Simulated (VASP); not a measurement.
# NaI (R3m) in VASP: single point with HSE06

Aim: the single point of NaI with HSE06.

All numbers are computed with VASP 6.6.1; they aren't measurements. Logs are shortened: lines on timing, memory, paths and dates and some standing lists are left out, and cuts for length are marked.

## (1) The cell of the first run

It takes space group R3m (No. 160, trigonal). The conventional cell has a = 5.011 Å, b = 5.011 Å, c = 12.866 Å, α = 90.00°, β = 90.00°, γ = 120.00°. Na (site symmetry 3m) has 4 I at 3.11 to 3.13 Å within 4.1 Å. I (site symmetry 3m) has 4 Na at 3.11 to 3.13 Å within 4.1 Å.

## (2) Single point, HSE06 (strain along [111] +4.8%)

File POSCAR:

```
NaI
1.0
    0.1138545593      3.6570462404      3.6570462404
    3.6570462404      0.1138545593      3.6570462404
    3.6570462404      3.6570462404      0.1138545593
Na I
1 1
Direct
    0.0031691922      0.0031691922      0.0031691922
    0.2468308078      0.2468308078      0.2468308078
```

File INCAR.step1:

```
SYSTEM = NaI
PREC     = Accurate       ! precision mode
ENCUT    = 520            ! plane-wave cutoff, eV
EDIFF    = 1E-5           ! SCF threshold, eV
ISMEAR   = 0              ! smearing method
SIGMA    = 0.01           ! smearing width, eV
LREAL    = .False.        ! projectors in reciprocal space
LASPH    = .True.         ! aspherical terms in the spheres
NELM     = 60             ! most SCF steps
ALGO     = Normal         ! electronic algorithm
ISIF     = 2              ! what is computed and relaxed
LWAVE    = .True.         ! write WAVECAR
LCHARG   = .False.        ! write CHGCAR
NBANDS   = 14             ! bands
GGA      = PE             ! functional
```

File INCAR.step2:

```
SYSTEM = NaI
PREC     = Accurate       ! precision mode
ENCUT    = 520            ! plane-wave cutoff, eV
EDIFF    = 1E-7           ! SCF threshold, eV
ISMEAR   = 0              ! smearing method
SIGMA    = 0.01           ! smearing width, eV
LREAL    = .False.        ! projectors in reciprocal space
LASPH    = .True.         ! aspherical terms in the spheres
NELM     = 60             ! most SCF steps
ALGO     = Normal         ! electronic algorithm
ISIF     = 2              ! what is computed and relaxed
LWAVE    = .False.        ! write WAVECAR
LCHARG   = .False.        ! write CHGCAR
GGA      = PE             ! functional
LHFCALC  = .True.         ! exact exchange
HFSCREEN = 0.2079         ! screening, 1/A
PRECFOCK = Normal       
NBANDS   = 14             ! bands
ISTART   = 1
```

File KPOINTS:

```
regular mesh
0
Gamma
  4 4 4
  0 0 0
```

Potentials or basis: VASP PAW PBE potentials, release 64 (Na_pv, I).

The run is started by

```console
cat potpaw_PBE.64/Na_pv/POTCAR potpaw_PBE.64/I/POTCAR > POTCAR
cp INCAR.step1 INCAR
mpirun -np 1 vasp_std > vasp.out
cp INCAR.step2 INCAR
mpirun -np 1 vasp_std > vasp.out
```

OUTCAR:

```text
SYSTEM = NaI
   PREC = Accurate
   ENCUT = 520
   EDIFF = 1E-7
   ISMEAR = 0
   LREAL = .False.
   LASPH = .True.
   NELM = 60
   ISIF = 2
   GGA = PE
   LHFCALC = .True.
   HFSCREEN = 0.2079
   PRECFOCK = Normal
   ISTART = 1

 ion  position               nearest neighbor table
   1  0.003  0.003  0.003-   2 3.11   2 3.11   2 3.11   2 3.13
   2  0.247  0.247  0.247-   1 3.11   1 3.11   1 3.11   1 3.13

  LATTYP: Found a trigonal (rhomboedric) cell.
 ALAT       =     5.1730974541
 COS(alpha) =     0.5308756505

  Lattice vectors:

 A1 = (   0.1138545593,   3.6570462404,   3.6570462404)
 A2 = (   3.6570462404,   0.1138545593,   3.6570462404)
 A3 = (   3.6570462404,   3.6570462404,   0.1138545593)

Analysis of symmetry for initial positions (statically):
=====================================================================
 Subroutine PRICEL returns:
 Original cell was already a primitive cell.

 Routine SETGRP: Setting up the symmetry group for a
 trigonal (rhombohedral) supercell.

 Subroutine GETGRP returns: Found  6 space group operations
 (whereof  6 operations were pure point group operations)
 out of a pool of 12 trial point group operations.

The static configuration has the point symmetry C_3v.

Analysis of symmetry for dynamics (positions and initial velocities):
=====================================================================
 Subroutine PRICEL returns:
 Original cell was already a primitive cell.

 Routine SETGRP: Setting up the symmetry group for a
 trigonal (rhombohedral) supercell.

 Subroutine GETGRP returns: Found  6 space group operations
 (whereof  6 operations were pure point group operations)
 out of a pool of 12 trial point group operations.

The dynamic configuration has the point symmetry C_3v.

 Subroutine INISYM returns: Found  6 space group operations
 (whereof  6 operations are pure point group operations),
 and found     1 'primitive' translations

----------------------------------------------------------------------------------------

                                     Primitive cell

  volume of cell :      93.2520

  direct lattice vectors                    reciprocal lattice vectors
     0.113854559  3.657046240  3.657046240    -0.143278710  0.138952705  0.138952705
     3.657046240  0.113854559  3.657046240     0.138952705 -0.143278710  0.138952705
     3.657046240  3.657046240  0.113854559     0.138952705  0.138952705 -0.143278710

  length of vectors
     5.173097454  5.173097454  5.173097454     0.243196417  0.243196417  0.243196417

  position of ions in fractional coordinates (direct lattice)
     0.003169192  0.003169192  0.003169192
     0.246830808  0.246830808  0.246830808

  ion indices of the primitive-cell ions
   primitive index   ion index
                 1           1
                 2           2

----------------------------------------------------------------------------------------

 KPOINTS: regular mesh

Automatic generation of k-mesh.
 Grid dimensions read from file:
 generate k-points for:    4    4    4

 Generating k-lattice:

  Cartesian coordinates                     Fractional coordinates (reciprocal lattice)
    -0.035819677  0.034738176  0.034738176     0.250000000  0.000000000  0.000000000
     0.034738176 -0.035819677  0.034738176     0.000000000  0.250000000  0.000000000
     0.034738176  0.034738176 -0.035819677     0.000000000  0.000000000  0.250000000

  Length of vectors
     0.060799104  0.060799104  0.060799104

  Shift w.r.t. Gamma in fractional coordinates (k-lattice)
     0.000000000  0.000000000  0.000000000

 Subroutine IBZKPT returns following result:
 ===========================================

 Found     13 irreducible k-points:

 Following reciprocal coordinates:
            Coordinates               Weight
  0.000000  0.000000  0.000000      1.000000
  0.250000  0.000000 -0.000000      6.000000
  0.500000  0.000000 -0.000000      3.000000
  0.250000  0.250000 -0.000000      6.000000
  0.500000  0.250000 -0.000000     12.000000
 -0.250000  0.250000  0.000000      6.000000
  0.500000  0.500000 -0.000000      3.000000
  0.250000  0.250000  0.250000      2.000000
  0.500000  0.250000  0.250000      6.000000
 -0.250000  0.250000  0.250000      6.000000
  0.500000  0.500000  0.250000      6.000000
 -0.250000  0.500000  0.250000      6.000000
  0.500000  0.500000  0.500000      1.000000
   k-points           NKPTS =     13   k-points in BZ     NKDIM =     64   number of bands    NBANDS=     14
   number of dos      NEDOS =    301   number of ions     NIONS =      2
   total plane-waves  NPLWV =  64000
   dimension x,y,z NGX =    40 NGY =   40 NGZ =   40
   dimension x,y,z NGXF=    80 NGYF=   80 NGZF=   80
   ions per type =               1   1
   NGX,Y,Z   is equivalent  to a cutoff of  12.85, 12.85, 12.85 a.u.
   NGXF,Y,Z  is equivalent  to a cutoff of  25.71, 25.71, 25.71 a.u.
 SYSTEM =  NaI
   PREC   = accura    normal or accurate (medium, high low for compatibility)
   ISTART =      1    job   : 0-new  1-cont  2-samecut
   ICHARG =      0    charge: 1-file 2-atom 10-const
   ISPIN  =      1    spin polarized calculation?
   LNONCOLLINEAR =      F non collinear calculations
   LSORBIT =      F    spin-orbit coupling
   LASPH  =      T    aspherical Exc in radial PAW
   ENCUT  =  520.0 eV  38.22 Ry    6.18 a.u.   9.62  9.62  9.62*2*pi/ulx,y,z
   NELM   =     60;   NELMIN=  2; NELMDL=  0     # of ELM steps
   EDIFF  = 0.1E-06   stopping-criterion for ELM
   LREAL  =      F    real-space projection
   EDIFFG = 0.1E-05   stopping-criterion for IOM
   NSW    =      0    number of steps for IOM
   IBRION =     -1    ionic relax: 0-MD 1-quasi-New 2-CG
   NFREE  =      0    steps in history (QN), initial steepest desc. (CG)
   ISIF   =      2    stress and relaxation
   ISYM   =      3    0-nonsym 1-usesym 2-fastsym
   POTIM  = 0.5000    time-step for ionic-motion
   TEBEG  =    0.0;   TEEND  =   0.0 temperature during run
   PSTRESS=    0.0 pullay stress
   NELECT =      14.0000    total number of electrons
   NUPDOWN=      -1.0000    fix difference up-down
   EMIN   =  10.00;   EMAX   =-10.00  energy-range for DOS
   EFERMI =   0.00;   METHOD = LEGACY
   ISMEAR =     0;   SIGMA  =   0.01  broadening in eV -4-tet -1-fermi 0-gaus
   EFERMI_NEDOS =   21; number of points for ismear=-14 and -15
   IALGO  =     38    algorithm
   IMIX   =      1    mixing-type and parameters
     AMIX     =   0.40;   BMIX     =  1.00
     AMIX_MAG =   1.60;   BMIX_MAG =  1.00
  volume/ion in A,a.u.               =      46.63       314.65
  Fermi-wavevector in a.u.,A,eV,Ry     =   0.870091  1.644234 10.300411  0.757059
  Thomas-Fermi vector in A             =   1.989007
   LORBIT       =      0    0 simple, 1 ext, 2 COOP (PROOUT), +10 PAW based schemes
   GGA     = PE    functional components
   LHFCALC =     T    Hartree Fock is set to
   PRECFOCK=normal    Normal, Fast or Accurate (Low or Medium for compatibility)
   ENCUT4O =  -1.0   cutoff for four orbital integrals eV
   NKREDX  =     1    reduce k-point grid by
   NKREDY  =     1    reduce k-point grid by
   NKREDZ  =     1    reduce k-point grid by
   AEXX    =    0.2500 exact exchange contribution
   HFSCREEN=    0.2079 screening length (either q_TF or 0.3 A-1)
   HFSCREENC=   0.2079 screening length for correlation (either q_TF or 0.3 A-1)
   ENCUTFOCK=  -1.0 apply spherical cutoff to Coloumb kernel
   IVDW    =     0    specifies the selected vdW correction
   LEPSILON=     F    determine dielectric tensor
   LRPA    =     F    only Hartree local field effects (RPA)
 non-spin polarized calculation
 Gauss-broadening in eV      SIGMA  =   0.01
  energy-cutoff  :      520.00
  volume of cell :       93.25
 maximum number of plane-waves:      2535
 NGX is ok and might be reduce to    40
  NGX = 30; NGY = 30; NGZ = 30

 number of electron      14.0000002 magnetization

 Free energy of the ion-electron system (eV)
  ---------------------------------------------------
  ext. energy  EPLUGINS =         0.00000000
  ---------------------------------------------------
  free energy    TOTEN  =        -6.14716640 eV

  energy without entropy =       -6.14716640  energy(sigma->0) =       -6.14716640

 E-fermi :  -1.9470     XC(G=0):  -5.3313

 val. band max:       -2.0088037514   @ k =   0.0000   0.0000   0.0000
 cond. band min:       2.6480199816   @ k =   0.0000   0.0000   0.0000
 fundamental gap:      4.6568237330
 Fermi energy:        -1.9469913261

 k-point     1 :       0.0000    0.0000    0.0000
  band No.  band energies     occupation
      1     -26.5671      2.00000
      2     -26.5671      2.00000
      3     -26.5640      2.00000
      4     -13.3086      2.00000
      5      -2.1416      2.00000
      6      -2.0088      2.00000
      7      -2.0088      2.00000
      8       2.6480      0.00000
      9       6.6001      0.00000
     10       7.0045      0.00000
     11       7.0045      0.00000
     12       8.6950      0.00000
     13       8.6950      0.00000
     14       9.8784      0.00000

 k-point     2 :       0.2500    0.0000   -0.0000
  band No.  band energies     occupation
      1     -26.5681      2.00000
      2     -26.5673      2.00000
      3     -26.5642      2.00000
      4     -13.2429      2.00000
      5      -2.7074      2.00000
      6      -2.1879      2.00000
      7      -2.0927      2.00000
      8       3.6895      0.00000
      9       6.3442      0.00000
     10       6.8022      0.00000
     11       7.0763      0.00000
     12       8.2228      0.00000
     13       8.4986      0.00000
     14       9.2307      0.00000
[... 156 lines left out ...]
      1     -26.5688      2.00000
      2     -26.5679      2.00000
      3     -26.5650      2.00000
      4     -13.1389      2.00000
      5      -2.8977      2.00000
      6      -2.7613      2.00000
      7      -2.4874      2.00000
      8       4.9194      0.00000
      9       6.1778      0.00000
     10       6.4775      0.00000
     11       6.8230      0.00000
     12       9.6495      0.00000
     13      10.2378      0.00000
     14      10.5215      0.00000

 k-point    13 :       0.5000    0.5000    0.5000
  band No.  band energies     occupation
      1     -26.5673      2.00000
      2     -26.5673      2.00000
      3     -26.5659      2.00000
      4     -13.1981      2.00000
      5      -3.2619      2.00000
      6      -2.1152      2.00000
      7      -2.1152      2.00000
      8       4.3525      0.00000
      9       6.3585      0.00000
     10       6.7821      0.00000
     11       6.7821      0.00000
     12       9.4784      0.00000
     13      10.1227      0.00000
     14      10.1227      0.00000

------------------------ aborting loop because EDIFF is reached ----------------------------------------

  FORCE on cell =-STRESS in cart. coord.  units (eV):
  Direction    XX          YY          ZZ          XY          YZ          ZX
  --------------------------------------------------------------------------------------
  -------------------------------------------------------------------------------------
  Total       -0.1903222     -0.1903222     -0.1903222     -0.0688777     -0.0688777     -0.0688777
  in kB       -3.2699565     -3.2699565     -3.2699565     -1.1833996     -1.1833996     -1.1833996
  external PRESSURE =      -3.2699565 kB  Pullay stress =       0.0000000 kB

 VOLUME and BASIS-vectors are now :
 -----------------------------------------------------------------------------
  energy-cutoff  :      520.00
  volume of cell :       93.25
      direct lattice vectors                 reciprocal lattice vectors
     0.113854559  3.657046240  3.657046240    -0.143278710  0.138952705  0.138952705
     3.657046240  0.113854559  3.657046240     0.138952705 -0.143278710  0.138952705
     3.657046240  3.657046240  0.113854559     0.138952705  0.138952705 -0.143278710

 POSITION                                       TOTAL-FORCE (eV/Angst)
 -----------------------------------------------------------------------------------
      0.02354      0.02354      0.02354        -0.001517     -0.001517     -0.001517
      1.83345      1.83345      1.83345         0.001517      0.001517      0.001517
 -----------------------------------------------------------------------------------
    total drift:                                0.000194      0.000189      0.000187

  FREE ENERGIE OF THE ION-ELECTRON SYSTEM (eV)
  ---------------------------------------------------
  free  energy   TOTEN  =        -6.1471663970 eV

  energy  without entropy=       -6.1471663970  energy(sigma->0) =       -6.14716640
```

Run time: 16 min. Hardware: 1 thread of Intel Xeon Platinum 8488C (Sapphire Rapids), shared host; peak memory 0.35 GiB.

What came out:

```
Free energy            : -6.1472 eV
Pressure               : -0.3 GPa
Band gap on the k mesh : 4.66 eV, direct
```

Forces in eV/Å, atoms in the order of the input:
```
Na  -0.002 -0.002 -0.002
I    0.002  0.002  0.002
```

Caveat: the cell differs from its parent crystal (strain along [111] +4.8%); the PAW data sets were made with another functional, which shifts forces and pressure a little; spin-orbit coupling is left out, which moves the levels of the heavy elements.
